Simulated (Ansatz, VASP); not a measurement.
SnO2 in VASP and in Ansatz

```
Sn O
1.0
     1.60309    0.92554    4.09823
    -1.60309    0.92554    4.09823
     0.00000   -1.85109    4.09823
Sn O
1 2
Direct
  0.50000 0.50000 0.50000
  0.24500 0.24500 0.24500
  0.75500 0.75500 0.75500
```

Alike in both runs: functional LDA; k mesh 6 × 6 × 6; occupations gaussian, width 0.1 eV; no spin polarisation.

Ansatz relaxed the structure, and its values are those at the end. VASP's run is a single point on that final structure, the one shown.

```csv
,VASP,Ansatz
version,VASP 6.6.1,Ansatz 0.2.0
potentials or method,"VASP PAW LDA potentials, release 64 (Sn_d, O), cutoff 520 eV","scalar-relativistic, plane waves, PAW"
valence electrons in the cell,26,26
```

Ansatz gave:

| Property | Result |
| --- | --- |
| gap on the k mesh at the Fermi level (eV) | 1.58 |
| least direct gap on the mesh (eV) | 1.58 |
| pressure (GPa) | -0.1 |
| rms of the force components (eV/Å) | 0.001 |

Question: Which values does VASP return?

Answer: gap on the k mesh at the Fermi level (eV): 1.58; least direct gap on the mesh (eV): 1.58; pressure (GPa): 0.9; rms of the force components (eV/Å): 0.029.

LDA's correlation is that of Perdew and Zunger in VASP and of Perdew and Wang (1992) in Ansatz.
